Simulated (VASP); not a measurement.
# O in VASP: single point with PBEsol

Aim: the single point of O with PBEsol.

Program: VASP 6.6.1. These are calculated values, not measurements. Logs are shortened: lines on timing, memory, paths and dates and some standing lists are left out, and cuts for length are marked.

**1. The cell of the first run**

The cell holds a molecule in a box, 1 atom: a = 15.000 Å, b = 15.500 Å, c = 16.000 Å, α = 90.00°, β = 90.00°, γ = 90.00°.

**2. Single point, PBEsol, collinear spin, ferromagnetic start**

INCAR

```
  ALGO = Normal
  EDIFF = 1E-6
  ENCUT = 520
  GGA = PS
  ISIF = 2
  ISMEAR = 0
  ISPIN = 2
  ISYM = 0
  LASPH = True
  LCHARG = False
  LORBIT = 11
  LREAL = False
  LWAVE = False
  MAGMOM = 2
  NBANDS = 13
  NELM = 150
  PREC = Accurate
  SIGMA = 0.005
```

KPOINTS

```
k-points
0
Gamma
  1 1 1
```

POSCAR

```
O
1.0
   15.0000000000      0.0000000000      0.0000000000
    0.0000000000     15.5000000000      0.0000000000
    0.0000000000      0.0000000000     16.0000000000
O
1
Direct
    0.5000000000      0.5000000000      0.5000000000
```

Potentials or basis: VASP PAW PBE potentials, release 64 (O).

Started as:

```console
$ cat potpaw_PBE.64/O/POTCAR > POTCAR
$ mpirun -np 1 vasp_gam > vasp.out
```

OUTCAR:

```text
EDIFF = 1E-6
   ENCUT = 520
   GGA = PS
   ISIF = 2
   ISMEAR = 0
   ISPIN = 2
   ISYM = 0
   LASPH = True
   LORBIT = 11
   LREAL = False
   NELM = 150
   PREC = Accurate

 ion  position               nearest neighbor table
   1  0.500  0.500  0.500-

IMPORTANT INFORMATION: All symmetrisations will be switched off!
NOSYMM: (Re-)initialisation of all symmetry stuff for point group C_1.

----------------------------------------------------------------------------------------

                                     Primitive cell

  volume of cell :    3720.0000

  direct lattice vectors                    reciprocal lattice vectors
    15.000000000  0.000000000  0.000000000     0.066666667  0.000000000  0.000000000
     0.000000000 15.500000000  0.000000000     0.000000000  0.064516129  0.000000000
     0.000000000  0.000000000 16.000000000     0.000000000  0.000000000  0.062500000

  length of vectors
    15.000000000 15.500000000 16.000000000     0.066666667  0.064516129  0.062500000

  position of ions in fractional coordinates (direct lattice)
     0.500000000  0.500000000  0.500000000

  ion indices of the primitive-cell ions
   primitive index   ion index
                 1           1

----------------------------------------------------------------------------------------

 KPOINTS: k-points

Automatic generation of k-mesh.
 Grid dimensions read from file:
 generate k-points for:    1    1    1

 Generating k-lattice:

  Cartesian coordinates                     Fractional coordinates (reciprocal lattice)
     0.066666667  0.000000000  0.000000000     1.000000000  0.000000000  0.000000000
     0.000000000  0.064516129  0.000000000     0.000000000  1.000000000  0.000000000
     0.000000000  0.000000000  0.062500000     0.000000000  0.000000000  1.000000000

  Length of vectors
     0.066666667  0.064516129  0.062500000

  Shift w.r.t. Gamma in fractional coordinates (k-lattice)
     0.000000000  0.000000000  0.000000000

 Subroutine IBZKPT returns following result:
 ===========================================

 Found      1 irreducible k-points:

 Following reciprocal coordinates:
            Coordinates               Weight
  0.000000  0.000000  0.000000      1.000000
   k-points           NKPTS =      1   k-points in BZ     NKDIM =      1   number of bands    NBANDS=     13
   number of dos      NEDOS =    301   number of ions     NIONS =      1
   total plane-waves  NPLWV = ******
   dimension x,y,z NGX =   112 NGY =  120 NGZ =  120
   dimension x,y,z NGXF=   224 NGYF=  240 NGZF=  240
   ions per type =               1
   NGX,Y,Z   is equivalent  to a cutoff of  12.41, 12.87, 12.47 a.u.
   NGXF,Y,Z  is equivalent  to a cutoff of  24.83, 25.74, 24.94 a.u.
 SYSTEM =  unknown system
   PREC   = accura    normal or accurate (medium, high low for compatibility)
   ISTART =      0    job   : 0-new  1-cont  2-samecut
   ICHARG =      2    charge: 1-file 2-atom 10-const
   ISPIN  =      2    spin polarized calculation?
   LNONCOLLINEAR =      F non collinear calculations
   LSORBIT =      F    spin-orbit coupling
   LASPH  =      T    aspherical Exc in radial PAW
   ENCUT  =  520.0 eV  38.22 Ry    6.18 a.u.  27.89 28.82 29.75*2*pi/ulx,y,z
   NELM   =    150;   NELMIN=  2; NELMDL= -5     # of ELM steps
   EDIFF  = 0.1E-05   stopping-criterion for ELM
   LREAL  =      F    real-space projection
   EDIFFG = 0.1E-04   stopping-criterion for IOM
   NSW    =      0    number of steps for IOM
   IBRION =     -1    ionic relax: 0-MD 1-quasi-New 2-CG
   NFREE  =      0    steps in history (QN), initial steepest desc. (CG)
   ISIF   =      2    stress and relaxation
   ISYM   =      0    0-nonsym 1-usesym 2-fastsym
   POTIM  = 0.5000    time-step for ionic-motion
   TEBEG  =    0.0;   TEEND  =   0.0 temperature during run
   PSTRESS=    0.0 pullay stress
   NELECT =       6.0000    total number of electrons
   NUPDOWN=      -1.0000    fix difference up-down
   EMIN   =  10.00;   EMAX   =-10.00  energy-range for DOS
   EFERMI =   0.00;   METHOD = LEGACY
   ISMEAR =     0;   SIGMA  =   0.01  broadening in eV -4-tet -1-fermi 0-gaus
   EFERMI_NEDOS =   21; number of points for ismear=-14 and -15
   IALGO  =     38    algorithm
   IMIX   =      4    mixing-type and parameters
     AMIX     =   0.40;   BMIX     =  1.00
     AMIX_MAG =   1.60;   BMIX_MAG =  1.00
  volume/ion in A,a.u.               =    3720.00     25103.80
  Fermi-wavevector in a.u.,A,eV,Ry     =   0.191990  0.362808  0.501511  0.036860
  Thomas-Fermi vector in A             =   0.934314
   LORBIT       =     11    0 simple, 1 ext, 2 COOP (PROOUT), +10 PAW based schemes
   GGA     = PS    functional components
   LHFCALC =     F    Hartree Fock is set to
   AEXX    =    0.0000 exact exchange contribution
   IVDW    =     0    specifies the selected vdW correction
   LEPSILON=     F    determine dielectric tensor
   LRPA    =     F    only Hartree local field effects (RPA)
 spin polarized calculation
 Gauss-broadening in eV      SIGMA  =   0.01
  energy-cutoff  :      520.00
  volume of cell :     3720.00
 maximum number of plane-waves:     50071
 NGX is ok and might be reduce to   112
   NGX = 55   NGY = 57   NGZ = 59

 number of electron       5.9999999 magnetization       1.9999996

 Free energy of the ion-electron system (eV)
  ---------------------------------------------------
  ext. energy  EPLUGINS =         0.00000000
  ---------------------------------------------------
  free energy    TOTEN  =        -1.84528662 eV

  energy without entropy =       -1.84528662  energy(sigma->0) =       -1.84528662

 E-fermi :  -7.3306     XC(G=0):  -0.1257

 val. band max:       -7.3552799082   @ k =   0.0000   0.0000   0.0000
 cond. band min:      -6.4900358364   @ k =   0.0000   0.0000   0.0000
 fundamental gap:      0.8652440718
 Fermi energy:        -7.3305700718

 spin component 1

 k-point     1 :       0.0000    0.0000    0.0000
  band No.  band energies     occupation
      1     -25.0311      1.00000
      2     -10.8092      1.00000
      3     -10.8091      1.00000
      4      -8.7957      1.00000
      5      -0.2103      0.00000
      6       0.2673      0.00000
      7       0.5100      0.00000
      8       0.5433      0.00000
      9       0.5828      0.00000
     10       0.5916      0.00000
     11       0.6358      0.00000
     12       1.0168      0.00000
     13       1.0599      0.00000
 Fermi energy:        -7.3305700718

 spin component 2

 k-point     1 :       0.0000    0.0000    0.0000
  band No.  band energies     occupation
      1     -21.4730      1.00000
      2      -7.3553      1.00000
      3      -6.4900      0.00000
      4      -6.4894      0.00000
      5      -0.1150      0.00000
      6       0.3730      0.00000
      7       0.5274      0.00000
      8       0.5648      0.00000
      9       0.5937      0.00000
     10       0.6179      0.00000
     11       0.6363      0.00000
     12       1.0728      0.00000
     13       1.0823      0.00000

------------------------ aborting loop because EDIFF is reached ----------------------------------------

  FORCE on cell =-STRESS in cart. coord.  units (eV):
  Direction    XX          YY          ZZ          XY          YZ          ZX
  --------------------------------------------------------------------------------------
  -------------------------------------------------------------------------------------
  Total       -0.0291076     -0.0337620     -0.0306511      0.0030749     -0.0040752      0.0022037
  in kB       -0.0125364     -0.0145411     -0.0132012      0.0013243     -0.0017552      0.0009491
  external PRESSURE =      -0.0134262 kB  Pullay stress =       0.0000000 kB

 VOLUME and BASIS-vectors are now :
 -----------------------------------------------------------------------------
  energy-cutoff  :      520.00
  volume of cell :     3720.00
      direct lattice vectors                 reciprocal lattice vectors
    15.000000000  0.000000000  0.000000000     0.066666667  0.000000000  0.000000000
     0.000000000 15.500000000  0.000000000     0.000000000  0.064516129  0.000000000
     0.000000000  0.000000000 16.000000000     0.000000000  0.000000000  0.062500000

 POSITION                                       TOTAL-FORCE (eV/Angst)
 -----------------------------------------------------------------------------------
      7.50000      7.75000      8.00000        -0.000000     -0.000000     -0.000000
 -----------------------------------------------------------------------------------
    total drift:                               -0.000000     -0.000000     -0.000000

  FREE ENERGIE OF THE ION-ELECTRON SYSTEM (eV)
  ---------------------------------------------------
  free  energy   TOTEN  =        -1.8452866155 eV

  energy  without entropy=       -1.8452866155  energy(sigma->0) =       -1.84528662

 total charge

# of ion       s       p       d       tot
------------------------------------------
    1        1.621   2.923   0.000   4.544

 magnetization (x)

# of ion       s       p       d       tot
------------------------------------------
    1        0.015   1.527   0.000   1.541
```

It took 16 min on 1 thread of Intel Xeon Platinum 8259CL at 2.50GHz (Skylake/Cascade Lake), shared host; peak memory 3.5 GiB.

Results:

```yaml
Free_energy: -1.8453 eV
Gap_between_the_frontier_levels: 0.87 eV
Net_moment: 2.00 μB per cell
Site_moments: O +1.54 μB
Valence_electrons_inside_the_program's_atomic_spheres: O 4.54
```

Caveat: the PAW data sets were made with another functional, which shifts forces and pressure a little.
